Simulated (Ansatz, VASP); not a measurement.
BaTiO3 in VASP and in Ansatz

```
Ba Ti O
1.0
     3.98545    0.00000    0.00000
     0.00000    3.98545    0.00000
     0.00000    0.00000    4.20048
Ba Ti O
1 1 3
Direct
  0.50000 0.50000 0.59128
  0.00000 0.00000 0.10842
  0.00000 0.50000 0.06024
  0.50000 0.00000 0.06024
  0.00000 0.00000 0.53981
```

Alike in both runs: task single point; functional PBE; k mesh 8 × 8 × 6; occupations gaussian, width 0.02 eV; no spin polarisation.

|  | VASP | Ansatz |
| --- | --- | --- |
| version | VASP 6.6.1 | Ansatz 0.2.0 |
| potentials or method | VASP PAW PBE potentials, release 64 (Ba_sv, Ti_sv, O), cutoff 520 eV | scalar-relativistic, plane waves, PAW |
| valence electrons in the cell | 40 | 40 |

```tsv
	VASP	Ansatz	Ansatz less VASP
gap on the k mesh at the Fermi level (eV)	1.79	1.84	+0.056
least direct gap on the mesh (eV)	2.35	2.39	+0.036
pressure (GPa)	1.6	0.0	-1.59
traceless stress, the component that is largest in VASP (GPa)	0.05	0.02	-0.033
rms of the force components (eV/Å)	0.034	0.001	-0.0327
```

Atom by atom the forces differ by 0.034 eV/Å (rms over components). The functional is the same, so the differences come from potentials, cutoffs and numerics.

Neither program's run includes spin-orbit coupling.
